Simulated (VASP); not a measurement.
# Si6C7 in VASP: further runs

Runs on Si6C7. Level: PBE. Tasks: single point.

Program: VASP 6.6.1. These are calculated values, not measurements. Logs are shortened: lines on timing, memory, paths and dates and some standing lists are left out, and cuts for length are marked.

## 1. The cell of the first run

The cell holds a slab with vacuum, 13 atoms: a = 3.097 Å, b = 3.097 Å, c = 28.139 Å, α = 90.00°, β = 90.00°, γ = 90.00°.

## 2. Single point, PBE

Contents of INCAR:

```
SYSTEM = Si6C7
PREC = Accurate
ENCUT = 520
EDIFF = 1E-7
ISMEAR = 0
SIGMA = 0.05
LREAL = .False.
LASPH = .True.
NELM = 100
ALGO = Normal
ISIF = 2
LWAVE = .False.
LCHARG = .False.
LDIPOL = .True.
IDIPOL = 3
DIPOL = 0.5 0.5 0.500
GGA = PE
NBANDS = 38
```

Contents of KPOINTS:

```
Automatic mesh
0
Gamma
  9 9 1
  0 0 0
```

Contents of POSCAR:

```
Si6C7
1.0
    3.0969355084      0.0000000000      0.0000000000
    0.0000000000      3.0969355084      0.0000000000
    0.0000000000      0.0000000000     28.1391845935
C Si
7 6
Direct
    0.0000000000      0.5000000000      0.2665322435
    0.5000000000      0.0000000000      0.3443548290
    0.0000000000      0.5000000000      0.4221774145
    0.5000000000      0.0000000000      0.5000000000
    0.0000000000      0.5000000000      0.5778225855
    0.5000000000      0.0000000000      0.6556451710
    0.0000000000      0.5000000000      0.7334677565
    0.5000000000      0.5000000000      0.3054435363
    0.0000000000      0.0000000000      0.3832661218
    0.5000000000      0.5000000000      0.4610887073
    0.0000000000      0.0000000000      0.5389112927
    0.5000000000      0.5000000000      0.6167338782
    0.0000000000      0.0000000000      0.6945564637
```

Potentials or basis: VASP PAW PBE potentials, release 64 (C, Si).

Run with:

```console
cat potpaw_PBE.64/C/POTCAR potpaw_PBE.64/Si/POTCAR > POTCAR
mpirun -np 1 vasp_std > vasp.out
```

OUTCAR:

```text
SYSTEM = Si6C7
   PREC = Accurate
   ENCUT = 520
   EDIFF = 1E-7
   ISMEAR = 0
   LREAL = .False.
   LASPH = .True.
   NELM = 100
   ISIF = 2
   GGA = PE

 ion  position               nearest neighbor table
   1  0.000  0.500  0.267-   8 1.90   8 1.90
   2  0.500  0.000  0.344-   8 1.90   8 1.90   9 1.90   9 1.90
   3  0.000  0.500  0.422-   9 1.90   9 1.90  10 1.90  10 1.90
   4  0.500  0.000  0.500-  10 1.90  11 1.90  10 1.90  11 1.90
   5  0.000  0.500  0.578-  12 1.90  12 1.90  11 1.90  11 1.90
   6  0.500  0.000  0.656-  13 1.90  13 1.90  12 1.90  12 1.90
   7  0.000  0.500  0.733-  13 1.90  13 1.90
   8  0.500  0.500  0.305-   2 1.90   2 1.90   1 1.90   1 1.90   9 3.10   9 3.10   9 3.10   9 3.10

   9  0.000  0.000  0.383-   3 1.90   3 1.90   2 1.90   2 1.90   8 3.10   8 3.10  10 3.10  10 3.10
                             8 3.10  10 3.10   8 3.10  10 3.10
  10  0.500  0.500  0.461-   4 1.90   4 1.90   3 1.90   3 1.90  11 3.10  11 3.10  11 3.10  11 3.10
                             9 3.10   9 3.10   9 3.10   9 3.10
  11  0.000  0.000  0.539-   4 1.90   4 1.90   5 1.90   5 1.90  10 3.10  10 3.10  10 3.10  10 3.10
                            12 3.10  12 3.10  12 3.10  12 3.10
  12  0.500  0.500  0.617-   5 1.90   5 1.90   6 1.90   6 1.90  11 3.10  11 3.10  13 3.10  13 3.10
                            11 3.10  13 3.10  11 3.10  13 3.10
  13  0.000  0.000  0.695-   6 1.90   6 1.90   7 1.90   7 1.90  12 3.10  12 3.10  12 3.10  12 3.10

  LATTYP: Found a simple tetragonal cell.
 ALAT       =     3.0969355084
 C/A-ratio  =     9.0861383833

  Lattice vectors:

 A1 = (   3.0969355084,   0.0000000000,   0.0000000000)
 A2 = (   0.0000000000,   3.0969355084,   0.0000000000)
 A3 = (   0.0000000000,   0.0000000000,  28.1391845935)

Analysis of symmetry for initial positions (statically):
=====================================================================
 Subroutine PRICEL returns:
 Original cell was already a primitive cell.

 Routine SETGRP: Setting up the symmetry group for a
 simple tetragonal supercell.

 Subroutine GETGRP returns: Found  8 space group operations
 (whereof  4 operations were pure point group operations)
 out of a pool of 16 trial point group operations.

The static configuration has the point symmetry C_2v.
 The point group associated with its full space group is D_2d.

Analysis of symmetry for dynamics (positions and initial velocities):
=====================================================================
 Subroutine PRICEL returns:
 Original cell was already a primitive cell.

 Routine SETGRP: Setting up the symmetry group for a
 simple tetragonal supercell.

 Subroutine GETGRP returns: Found  8 space group operations
 (whereof  4 operations were pure point group operations)
 out of a pool of 16 trial point group operations.

The dynamic configuration has the point symmetry C_2v.
 The point group associated with its full space group is D_2d.

 Subroutine INISYM returns: Found  8 space group operations
 (whereof  4 operations are pure point group operations),
 and found     1 'primitive' translations

----------------------------------------------------------------------------------------

                                     Primitive cell

  volume of cell :     269.8832

  direct lattice vectors                    reciprocal lattice vectors
     3.096935508  0.000000000  0.000000000     0.322899846  0.000000000  0.000000000
     0.000000000  3.096935508  0.000000000     0.000000000  0.322899846  0.000000000
     0.000000000  0.000000000 28.139184594     0.000000000  0.000000000  0.035537632

  length of vectors
     3.096935508  3.096935508 28.139184594     0.322899846  0.322899846  0.035537632

  position of ions in fractional coordinates (direct lattice)
     0.000000000  0.500000000  0.266532244
     0.500000000  0.000000000  0.344354829
     0.000000000  0.500000000  0.422177414
     0.500000000  0.000000000  0.500000000
     0.000000000  0.500000000  0.577822586
     0.500000000  0.000000000  0.655645171
     0.000000000  0.500000000  0.733467756
     0.500000000  0.500000000  0.305443536
     0.000000000  0.000000000  0.383266122
     0.500000000  0.500000000  0.461088707
     0.000000000  0.000000000  0.538911293
     0.500000000  0.500000000  0.616733878
     0.000000000  0.000000000  0.694556464

[... 43 lines left out ...]
            Coordinates               Weight
  0.000000  0.000000  0.000000      1.000000
  0.111111  0.000000  0.000000      4.000000
  0.222222  0.000000  0.000000      4.000000
  0.333333  0.000000  0.000000      4.000000
  0.444444  0.000000  0.000000      4.000000
  0.111111  0.111111  0.000000      4.000000
  0.222222  0.111111  0.000000      8.000000
  0.333333  0.111111  0.000000      8.000000
  0.444444  0.111111  0.000000      8.000000
  0.222222  0.222222  0.000000      4.000000
  0.333333  0.222222  0.000000      8.000000
  0.444444  0.222222  0.000000      8.000000
  0.333333  0.333333  0.000000      4.000000
  0.444444  0.333333  0.000000      8.000000
  0.444444  0.444444  0.000000      4.000000
   k-points           NKPTS =     15   k-points in BZ     NKDIM =     15   number of bands    NBANDS=     38
   number of dos      NEDOS =    301   number of ions     NIONS =     13
   total plane-waves  NPLWV = 120960
   dimension x,y,z NGX =    24 NGY =   24 NGZ =  210
   dimension x,y,z NGXF=    48 NGYF=   48 NGZF=  420
   ions per type =               7   6
   NGX,Y,Z   is equivalent  to a cutoff of  12.88, 12.88, 12.41 a.u.
   NGXF,Y,Z  is equivalent  to a cutoff of  25.77, 25.77, 24.81 a.u.
 SYSTEM =  Si6C7
   PREC   = accura    normal or accurate (medium, high low for compatibility)
   ISTART =      0    job   : 0-new  1-cont  2-samecut
   ICHARG =      2    charge: 1-file 2-atom 10-const
   ISPIN  =      1    spin polarized calculation?
   LNONCOLLINEAR =      F non collinear calculations
   LSORBIT =      F    spin-orbit coupling
   LASPH  =      T    aspherical Exc in radial PAW
   ENCUT  =  520.0 eV  38.22 Ry    6.18 a.u.   5.76  5.76 52.32*2*pi/ulx,y,z
   NELM   =    100;   NELMIN=  2; NELMDL= -5     # of ELM steps
   EDIFF  = 0.1E-06   stopping-criterion for ELM
   LREAL  =      F    real-space projection
   EDIFFG = 0.1E-05   stopping-criterion for IOM
   NSW    =      0    number of steps for IOM
   IBRION =     -1    ionic relax: 0-MD 1-quasi-New 2-CG
   NFREE  =      0    steps in history (QN), initial steepest desc. (CG)
   ISIF   =      2    stress and relaxation
   ISYM   =      2    0-nonsym 1-usesym 2-fastsym
   POTIM  = 0.5000    time-step for ionic-motion
   TEBEG  =    0.0;   TEEND  =   0.0 temperature during run
   PSTRESS=    0.0 pullay stress
   NELECT =      52.0000    total number of electrons
   NUPDOWN=      -1.0000    fix difference up-down
   EMIN   =  10.00;   EMAX   =-10.00  energy-range for DOS
   EFERMI =   0.00;   METHOD = LEGACY
   ISMEAR =     0;   SIGMA  =   0.05  broadening in eV -4-tet -1-fermi 0-gaus
   EFERMI_NEDOS =   21; number of points for ismear=-14 and -15
   IALGO  =     38    algorithm
   IMIX   =      4    mixing-type and parameters
     AMIX     =   0.40;   BMIX     =  1.00
     AMIX_MAG =   1.60;   BMIX_MAG =  1.00
  volume/ion in A,a.u.               =      20.76       140.10
  Fermi-wavevector in a.u.,A,eV,Ry     =   0.945549  1.786828 12.164462  0.894063
  Thomas-Fermi vector in A             =   2.073461
   LORBIT       =      0    0 simple, 1 ext, 2 COOP (PROOUT), +10 PAW based schemes
   GGA     = PE    functional components
   LHFCALC =     F    Hartree Fock is set to
   AEXX    =    0.0000 exact exchange contribution
   IVDW    =     0    specifies the selected vdW correction
   LEPSILON=     F    determine dielectric tensor
   LRPA    =     F    only Hartree local field effects (RPA)
 non-spin polarized calculation
 Gauss-broadening in eV      SIGMA  =   0.05
  energy-cutoff  :      520.00
  volume of cell :      269.88
 maximum number of plane-waves:      7294
 NGX is ok and might be reduce to    24
   NGX = 11   NGY = 11   NGZ =105

 dipolmoment           0.000000      0.000000      0.000000 electrons x Angstroem

 number of electron      51.9999994 magnetization

 dipolmoment           0.000000      0.000000     -0.000000 electrons x Angstroem

 Free energy of the ion-electron system (eV)
  ---------------------------------------------------
  ext. energy  EPLUGINS =         0.00000000
  ---------------------------------------------------
  free energy    TOTEN  =       -91.00254222 eV

  energy without entropy =      -90.99619650  energy(sigma->0) =      -90.99936936

 E-fermi :   0.3666     XC(G=0):  -6.3130

 val. band max:        0.3634031760   @ k =   0.1111   0.0000   0.0000
 cond. band min:       0.4133310518   @ k =   0.1111   0.1111   0.0000
 fundamental gap:      0.0499278758
 Fermi energy:         0.3666193873

 k-point     1 :       0.0000    0.0000    0.0000
  band No.  band energies     occupation
      1     -15.2850      2.00000
      2     -14.7642      2.00000
      3     -13.9924      2.00000
      4     -13.0089      2.00000
      5     -11.8293      2.00000
      6     -10.2937      2.00000
[... 604 lines left out ...]
     37       6.5840      0.00000
     38       6.5984      0.00000

------------------------ aborting loop because EDIFF is reached ----------------------------------------

 vacuum level on the upper side and lower side of the slab       (xc-potential included)        -0.099        -0.099

  FORCE on cell =-STRESS in cart. coord.  units (eV):
  Direction    XX          YY          ZZ          XY          YZ          ZX
  --------------------------------------------------------------------------------------
  -------------------------------------------------------------------------------------
  Total       -0.8284421     -0.8284421     -4.7951590      0.0000000      0.0000000      0.0000000
  in kB       -4.9180948     -4.9180948    -28.4667417      0.0000000      0.0000000      0.0000000
  external PRESSURE =     -12.7676438 kB  Pullay stress =       0.0000000 kB

 VOLUME and BASIS-vectors are now :
 -----------------------------------------------------------------------------
  energy-cutoff  :      520.00
  volume of cell :      269.88
      direct lattice vectors                 reciprocal lattice vectors
     3.096935508  0.000000000  0.000000000     0.322899846  0.000000000  0.000000000
     0.000000000  3.096935508  0.000000000     0.000000000  0.322899846  0.000000000
     0.000000000  0.000000000 28.139184594     0.000000000  0.000000000  0.035537632

 POSITION                                       TOTAL-FORCE (eV/Angst)
 -----------------------------------------------------------------------------------
      0.00000      1.54847      7.50000         0.000000      0.000000      1.983673
      1.54847      0.00000      9.68986         0.000000      0.000000      0.297755
      0.00000      1.54847     11.87973         0.000000      0.000000      0.068740
      1.54847      0.00000     14.06959         0.000000      0.000000     -0.000000
      0.00000      1.54847     16.25946         0.000000      0.000000     -0.068740
      1.54847      0.00000     18.44932         0.000000      0.000000     -0.297755
      0.00000      1.54847     20.63918         0.000000      0.000000     -1.983673
      1.54847      1.54847      8.59493         0.000000      0.000000     -1.994833
      0.00000      0.00000     10.78480         0.000000      0.000000     -0.363910
      1.54847      1.54847     12.97466         0.000000      0.000000      0.003830
      0.00000      0.00000     15.16452         0.000000      0.000000     -0.003830
      1.54847      1.54847     17.35439         0.000000      0.000000      0.363910
      0.00000      0.00000     19.54425         0.000000      0.000000      1.994833
 -----------------------------------------------------------------------------------
    total drift:                                0.000000      0.000000     -0.000000

  FREE ENERGIE OF THE ION-ELECTRON SYSTEM (eV)
  ---------------------------------------------------
  free  energy   TOTEN  =       -91.0025422155 eV

  energy  without entropy=      -90.9961965022  energy(sigma->0) =      -90.99936936

 vacuum level on the upper side and lower side of the slab         7.600         7.600
```

It took 4.2 min on 1 thread of Intel Xeon Platinum 8259CL at 2.50GHz (Skylake/Cascade Lake), shared host; peak memory 0.38 GiB.

Results:

| Property | Result |
| --- | --- |
| Free energy | -91.0025 eV |
| Largest force | 1.995 eV/Å |
| Band gap on the k mesh | zero (band 26 reaches 0.41 eV, above the bottom of band 27 at -0.08 eV) |

Forces in eV/Å, atoms in the order of the input:
```
C    0.000  0.000  1.984
C    0.000  0.000  0.298
C    0.000  0.000  0.069
C    0.000  0.000  0.000
C    0.000  0.000 -0.069
C    0.000  0.000 -0.298
C    0.000  0.000 -1.984
Si   0.000  0.000 -1.995
Si   0.000  0.000 -0.364
Si   0.000  0.000  0.004
Si   0.000  0.000 -0.004
Si   0.000  0.000  0.364
Si   0.000  0.000  1.995
```

(Continued in part 2 of 2.)
